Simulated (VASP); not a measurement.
The system is MgF2.

```
CELL_PARAMETERS angstrom
4.62190 0.00000 0.00000
0.00000 4.62209 0.00000
0.00000 0.00000 3.04615
ATOMIC_POSITIONS crystal
Mg 0.50000 0.50000 0.50000
Mg 0.00000 0.00000 0.00000
F 0.80291 0.19701 0.50000
F 0.19709 0.80299 0.50000
F 0.30291 0.30299 0.00000
F 0.69709 0.69701 0.00000
```

Base run:

| Quantity | Value |
| --- | --- |
| Program | VASP 6.6.1 |
| Functional | HSE06 |
| Potentials or basis | VASP PAW PBE potentials, release 64 (Mg, F) |
| Cutoff | 520 eV |
| k mesh | 4 × 4 × 6 |
| Occupations | gaussian, width 0.01 eV |
| Spin | no spin polarisation |

Its results: band gap on the k mesh 9.41 eV; pressure 0.7 GPa; largest force 0.016 eV/Å.

The run is repeated on the same cell with these changes: functional from HSE06 to r2SCAN; cutoff from 520 eV to 660 eV; k mesh from 4 × 4 × 6 to 6 × 6 × 8. What comes out?

Band gap on the k mesh 8.03 eV; pressure -1.5 GPa; largest force 0.007 eV/Å.

Several settings changed at once.

Caveats: the PAW data sets were made with another functional, which shifts forces and pressure a little.

A k mesh can miss the band edges.
